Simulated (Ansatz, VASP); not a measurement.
Two plane-wave programs on La2O

```
La O
1.0
     0.00000    3.19259    3.19259
     3.19259    0.00000    3.19259
     3.19259    3.19259    0.00000
La O
2 1
Direct
  0.25000 0.25000 0.25000
  0.75000 0.75000 0.75000
  0.00000 0.00000 0.00000
```

Change from the starting cell: species swapped into the Na2S type (Fm-3m, No. 225).

Alike in both runs: functional PBE; k mesh 6 × 6 × 6; occupations gaussian, width 0.1 eV; no spin polarisation.

Ansatz relaxed the structure, and its values are those at the end. VASP's run is a single point on that final structure, the one shown.

|  | VASP | Ansatz |
| --- | --- | --- |
| version | VASP 6.6.1 | Ansatz 0.2.0 |
| potentials or method | VASP PAW PBE potentials, release 64 (La, O), cutoff 520 eV | scalar-relativistic, plane waves, PAW |
| valence electrons in the cell | 28 | 28 |

Ansatz gave:

- gap on the k mesh at the Fermi level (eV): none
- pressure (GPa): 0.0

Task: Estimate VASP's values.

Result: gap on the k mesh at the Fermi level (eV): none; pressure (GPa): -0.1.

A gap of «none» marks a metal or a gap that the smearing closes.

Neither program's run includes spin-orbit coupling.
